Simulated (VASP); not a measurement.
Runs of VASP 6.6.1 on Bi. The structure is that of space group R-3m (No. 166), or close to it. The cells are those of the table. 

```csv
cell,further INCAR settings,gap on the mesh (eV),pressure (GPa),largest force (eV/Å)
"a = 4.670 Å, angles 59.2°, 2 atoms",ALGO = Fast; EDIFF = 1e-06; NBANDS = 22,none,(a),0.19
"a = 4.719 Å, angles 58.5°, 2 atoms",ALGO = Fast; EDIFF = 1e-06; NBANDS = 22,none,-1.5,0.11
"a = 4.692 Å, angles 59.9°, 2 atoms",ALGO = Fast; EDIFF = 1e-06; NBANDS = 22,none,-2.2,0.09
"a = 4.845 Å, angles 56.0°, 2 atoms",ALGO = Fast; EDIFF = 1e-06; NBANDS = 22,none,(b),0.06
"a = 4.768 Å, angles 57.9°, 2 atoms",ALGO = Fast; EDIFF = 1e-07; NBANDS = 22,none,-2.0,0.02
"a = 4.795 Å, angles 56.6°, 2 atoms",ALGO = Fast; EDIFF = 1e-07; NBANDS = 22,none,-1.3,0.04
```

Alike in all rows: task single point; level PBEsol; potentials or basis VASP PAW PBE potentials, release 64 (Bi_d); no spin polarisation; k mesh 12 × 12 × 12; cutoff (eV) 520; smearing gaussian 0.15 eV.

Task: Estimate the missing entries.

Result: (a) -0.9; (b) -1.8.

Caveats: the PAW data sets were made with another functional, which shifts forces and pressure a little; spin-orbit coupling is left out, which moves the levels of the heavy elements.

A k mesh can miss the band edges, and the runs leave out spin-orbit coupling on Bi.

A gap of «none» marks levels without a gap at the run's occupations.
